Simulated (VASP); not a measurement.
Rh, 1 atom in the cell. It takes space group Fm-3m (No. 225, cubic). The conventional cell has a = 3.796 Å, b = 3.796 Å, c = 3.796 Å, α = 90.00°, β = 90.00°, γ = 90.00°. Rh (site symmetry m-3m) has 12 Rh at 2.68 Å within 3.5 Å. 

| Quantity | Value |
| --- | --- |
| Program | VASP 6.6.1 |
| Task | single point |
| Functional | PBE |
| Potentials or basis | VASP PAW PBE potentials, release 64 (Rh_pv) |
| Cutoff | 500 eV |
| k mesh | 14 × 14 × 14 |
| Occupations | fermi-dirac, width 0.1 eV |
| Spin | no spin polarisation |
| Dipole correction | no |
| Further INCAR settings | ALGO = Normal; EDIFF = 1e-06; NBANDS = 14 |

Potentials or basis: VASP PAW PBE potentials, release 64 (Rh_pv).

The run is started by

```console
$ cat potpaw_PBE.64/Rh_pv/POTCAR > POTCAR
$ mpirun -np 1 vasp_std > vasp.out
```

Hardware: 1 thread of Intel(R) Xeon(R) 6975P-C (Granite Rapids) (shared host).

Q: How long does it take, and how much memory?

A: It took 6.2 s on 1 thread of Intel(R) Xeon(R) 6975P-C (Granite Rapids), on a shared host, peak memory 0.13 GiB. Counts: scf iterations 11, k points 104.
